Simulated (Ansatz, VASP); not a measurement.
Ta4C3: VASP beside Ansatz

File INCAR:

```
SYSTEM = Ta4C3
  PREC = Accurate
  ENCUT = 520
  EDIFF = 1E-7
  ISMEAR = 0
  SIGMA = 0.15
  LREAL = .FALSE.
  LASPH = .TRUE.
  NELM = 100
  ALGO = Normal
  ISIF = 2
  LWAVE = .FALSE.
  LCHARG = .FALSE.
  GGA = PS
  NBANDS = 37
```

Contents of KPOINTS:

```
Automatic mesh
0
G
  10 10 10
  0 0 0
```

The input POSCAR:

```
Ta4C3
1.0
    4.4026022057      0.0000000000      0.0000000000
    0.0000000000      4.4026022057      0.0000000000
    0.0000000000      0.0000000000      4.4026022057
Ta C
4 3
Direct
    0.0004752045      0.5000000000      0.5000000000
    0.5001946954      0.0000000000      0.5000000000
    0.5001946954      0.5000000000      0.0000000000
    0.0019627591      0.0000000000      0.0000000000
    0.4318584814      0.0000000000      0.0000000000
    0.0127734567      0.5000000000      0.0000000000
    0.0127734567      0.0000000000      0.5000000000
```

Input for Ansatz:

```yaml
crystal:
  lattice:
    - [4.4026022057, 0.0, 0.0]
    - [0.0, 4.4026022057, 0.0]
    - [0.0, 0.0, 4.4026022057]
  atoms:
    - { symbol: Ta, position: [0.0004752045, 0.5, 0.5] }
    - { symbol: Ta, position: [0.5001946954, 0.0, 0.5] }
    - { symbol: Ta, position: [0.5001946954, 0.5, 0.0] }
    - { symbol: Ta, position: [0.0019627591, 0.0, 0.0] }
    - { symbol: C, position: [0.4318584814, 0.0, 0.0] }
    - { symbol: C, position: [0.0127734567, 0.5, 0.0] }
    - { symbol: C, position: [0.0127734567, 0.0, 0.5] }
basis:
  ecutwfc: 420
kpoints:
  mp_grid: { grid: [10, 10, 10] }
hamiltonian:
  xc: pbesol
scf:
  occupations: { method: gaussian, width: 0.15 }
output:
  forces: true
  stress: true
  eigenvalues: true
```

Change from the starting cell: mode 19 (633.2 1/cm) frozen in, largest displacement -0.300 Å.

Alike in both runs: task single point; functional PBEsol; k mesh 10 × 10 × 10; occupations gaussian, width 0.15 eV; no spin polarisation.

```csv
,VASP,Ansatz
version,VASP 6.6.1,Ansatz 0.2.0
potentials or method,"VASP PAW PBE potentials, release 64 (Ta_pv, C), cutoff 520 eV","scalar-relativistic, plane waves, PAW"
valence electrons in the cell,56,64
```

```csv
,VASP,Ansatz,Ansatz less VASP
gap on the k mesh at the Fermi level (eV),none,none,-
pressure (GPa),5.1,4.3,-0.78
"traceless stress, the component that is largest in VASP (GPa)",8.77,8.60,-0.169
rms of the force components (eV/Å),1.598,1.571,-0.0267
```

VASP's potentials were made for PBE, not for PBEsol. Atom by atom the forces differ by 0.029 eV/Å (rms over components). A gap of «none» marks a metal or a gap that the smearing closes. With one functional, cell and mesh, what is left measures potentials, basis and numerics. VASP's potentials hold 56 valence electrons a cell and Ansatz's 64, so a difference there can come from the potentials and not from the codes.

Spin-orbit coupling is off throughout.
